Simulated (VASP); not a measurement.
Input of a VASP 6.6.1 run:

Contents of INCAR:

```
SYSTEM = Re
PREC     = Accurate       ! precision mode
ENCUT    = 520            ! plane-wave cutoff, eV
EDIFF    = 1E-8           ! SCF threshold, eV
ISMEAR   = -1             ! smearing method
SIGMA    = 0.03           ! smearing width, eV
LREAL    = .False.        ! projectors in reciprocal space
LASPH    = .True.         ! aspherical terms in the spheres
NELM     = 100            ! most SCF steps
ALGO     = Normal         ! electronic algorithm
ISIF     = 2              ! what is computed and relaxed
LWAVE    = .False.        ! write WAVECAR
LCHARG   = .False.        ! write CHGCAR
GGA      = CA             ! functional
LEFG     = .True.       
NBANDS   = 10             ! bands
```

File KPOINTS:

```
regular mesh
0
Gamma
  14 14 14
  0 0 0
```

POSCAR

```
Re
1.0
    0.0000000000      2.0009898225      2.0009898225
    2.0009898225      0.0000000000      2.0009898225
    2.0009898225      2.0009898225      0.0000000000
Re
1
Direct
    0.0000000000      0.0000000000      0.0000000000
```

Potentials or basis: VASP PAW LDA potentials, release 64 (Re).

Run with:

```bash
$ cat potpaw_LDA.64/Re/POTCAR > POTCAR
$ mpirun -np 1 vasp_std > vasp.out
```

Task: What does it give for the pressure?

Result: -33.9 GPa.

Caveat: without QUAD_EFG the Cq values of the log hold for a quadrupole moment of 1 mb, not for the nuclei.
